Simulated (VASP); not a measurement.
## Rh: single point with PBEsol

Rh:

```
CELL_PARAMETERS angstrom
0.00000 1.89077 1.89077
1.89077 0.00000 1.89077
1.89077 1.89077 0.00000
ATOMIC_POSITIONS crystal
Rh 0.00000 0.00000 0.00000
```

- Program: VASP 6.6.1
- Task: single point
- Functional: PBEsol
- Potentials or basis: VASP PAW PBE potentials, release 64 (Rh_pv)
- Cutoff: 520 eV
- k mesh: 24 × 24 × 24
- Occupations: fermi-dirac, width 0.1 eV
- Spin: no spin polarisation

```
Pressure               : -0.1 GPa
Band gap on the k mesh : zero (an odd number of electrons rules out a gap without spin polarisation)
```

Levels at points of the mesh, in eV from the Fermi level:
```csv
k point,band 4,band 5,band 6,band 7,band 8,band 9,band 10,band 11
"(0.00, 0.00, 0.00)",-8.17,-3.17,-3.17,-3.17,-1.00,-1.00,15.93,20.33
"(0.50, 0.00, 0.00)",-6.30,-3.24,-3.24,0.61,0.61,0.64,8.77,15.44
"(0.50, 0.50, 0.00)",-6.50,-6.12,0.59,1.03,1.03,3.21,12.45,13.34
```

Wall time 50 s on 1 thread of Intel(R) Xeon(R) Platinum 8259CL CPU @ 2.50GHz (Skylake/Cascade Lake) (shared host), peak memory 0.18 GiB.

Caveat: the PAW data sets were made with another functional, which shifts forces and pressure a little.
